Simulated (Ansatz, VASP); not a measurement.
**Two plane-wave programs on LiLuSe2**

The input INCAR:

```
PREC = Accurate
ENCUT = 520
EDIFF = 1E-6
ISMEAR = 0
SIGMA = 0.1
LREAL = Auto
LASPH = True
NELM = 60
ALGO = Normal
ISIF = 2
LWAVE = False
LCHARG = False
GGA = PE
NBANDS = 94
```

The input KPOINTS:

```
regular mesh
0
Gamma
  4 4 4
```

POSCAR

```
LiLuSe2
1.0
    0.0000000000      5.6239000000      5.6239000000
    5.6239000000      0.0000000000      5.6239000000
    5.6239000000      5.6239000000      0.0000000000
Li Lu Se
4 4 8
Direct
    0.1250000000      0.1250000000      0.1250000000
    0.6250000000      0.1250000000      0.1250000000
    0.1250000000      0.1250000000      0.6250000000
    0.1250000000      0.6250000000      0.1250000000
    0.6250000000      0.6250000000      0.6250000000
    0.1250000000      0.6250000000      0.6250000000
    0.6250000000      0.6250000000      0.1250000000
    0.6250000000      0.1250000000      0.6250000000
    0.3781200000      0.3781200000      0.3781200000
    0.3843600000      0.8718800000      0.8718800000
    0.3781200000      0.3781200000      0.8656400000
    0.8718800000      0.3843600000      0.8718800000
    0.8656400000      0.3781200000      0.3781200000
    0.8718800000      0.8718800000      0.8718800000
    0.3781200000      0.8656400000      0.3781200000
    0.8718800000      0.8718800000      0.3843600000
```

Input for Ansatz:

```yaml
crystal:
  lattice:
    - [0.0, 5.6239, 5.6239]
    - [5.6239, 0.0, 5.6239]
    - [5.6239, 5.6239, 0.0]
  atoms:
    - { symbol: Li, position: [0.125, 0.125, 0.125] }
    - { symbol: Li, position: [0.625, 0.125, 0.125] }
    - { symbol: Li, position: [0.125, 0.125, 0.625] }
    - { symbol: Li, position: [0.125, 0.625, 0.125] }
    - { symbol: Lu, position: [0.625, 0.625, 0.625] }
    - { symbol: Lu, position: [0.125, 0.625, 0.625] }
    - { symbol: Lu, position: [0.625, 0.625, 0.125] }
    - { symbol: Lu, position: [0.625, 0.125, 0.625] }
    - { symbol: Se, position: [0.37812, 0.37812, 0.37812] }
    - { symbol: Se, position: [0.38436, 0.87188, 0.87188] }
    - { symbol: Se, position: [0.37812, 0.37812, 0.86564] }
    - { symbol: Se, position: [0.87188, 0.38436, 0.87188] }
    - { symbol: Se, position: [0.86564, 0.37812, 0.37812] }
    - { symbol: Se, position: [0.87188, 0.87188, 0.87188] }
    - { symbol: Se, position: [0.37812, 0.86564, 0.37812] }
    - { symbol: Se, position: [0.87188, 0.87188, 0.38436] }
basis:
  ecutwfc: 420
kpoints:
  mp_grid: { grid: [4, 4, 4] }
hamiltonian:
  xc: pbe
scf:
  occupations: { method: gaussian, width: 0.1 }
output:
  forces: true
  stress: true
  eigenvalues: true
```

Alike in both runs: task single point; functional PBE; k mesh 4 × 4 × 4; occupations gaussian, width 0.1 eV; no spin polarisation.

|  | VASP | Ansatz |
| --- | --- | --- |
| version | VASP 6.6.1 | Ansatz 0.2.0 |
| potentials or method | VASP PAW PBE potentials, release 64 (Li_sv, Lu, Se), cutoff 520 eV | scalar-relativistic, plane waves, PAW |
| valence electrons in the cell | 160 | 240 |

```tsv
	VASP	Ansatz	Ansatz less VASP
gap on the k mesh at the Fermi level (eV)	1.64	1.65	+0.011
least direct gap on the mesh (eV)	1.64	1.65	+0.011
rms of the force components (eV/Å)	0.228	0.216	-0.0117
```

Atom by atom the forces differ by 0.012 eV/Å (rms over components). VASP's potentials hold 160 valence electrons a cell and Ansatz's 240, so a difference there can come from the potentials and not from the codes.

Neither program's run includes spin-orbit coupling. Noted on VASP's run: the cutoff is under 1.25 times that of the potentials, so the pressure is a little rough.
